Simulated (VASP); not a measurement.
Here is a VASP 6.6.1 calculation.

File INCAR:

```
SYSTEM = CoSi
PREC = Accurate ; ENCUT = 520
EDIFF = 1E-7 ; ISMEAR = 0
SIGMA = 0.05 ; LREAL = .False.
LASPH = .True. ; NELM = 60
ALGO = Normal ; ISIF = 2
LWAVE = .False. ; LCHARG = .False.
GGA = PE ; NBANDS = 36
```

File KPOINTS:

```
regular mesh
0
Gamma
  8 8 8
  0 0 0
```

Contents of POSCAR:

```
CoSi
1.0
    4.4601301093      0.0000000000      0.0000000000
    0.0000000000      4.4601301093      0.0000000000
    0.0000000000      0.0000000000      4.4601301093
Co Si
4 4
Direct
    0.1441353627      0.1441353627      0.1441353627
    0.3558646373      0.8558646373      0.6441353627
    0.6441353627      0.3558646373      0.8558646373
    0.8558646373      0.6441353627      0.3558646373
    0.8429214402      0.8429214402      0.8429214402
    0.6570785598      0.1570785598      0.3429214402
    0.3429214402      0.6570785598      0.1570785598
    0.1570785598      0.3429214402      0.6570785598
```

Potentials or basis: VASP PAW PBE potentials, release 64 (Co, Si).

Run with:

```console
$ cat potpaw_PBE.64/Co/POTCAR potpaw_PBE.64/Si/POTCAR > POTCAR
$ mpirun -np 1 vasp_std > vasp.out
```

Estimate the pressure.

-4.2 GPa.

Estimate the band gap on the k mesh.

zero (bands 26 and 27 overlap by 0.21 eV).

What does it give for the largest force?

0.004 eV/Å.

Forces on the atoms (eV/Å):
```
Co   0.003  0.003  0.003
Co  -0.003 -0.003  0.003
Co   0.003 -0.003 -0.003
Co  -0.003  0.003 -0.003
Si  -0.002 -0.002 -0.002
Si   0.002  0.002 -0.002
Si  -0.002  0.002  0.002
Si   0.002 -0.002  0.002
```

Caveat: the cell stands under tension; the run has no spin polarisation, though such a crystal can be magnetic. Spin polarisation is off, so any magnetic state and its effect on volume and gap are missing.
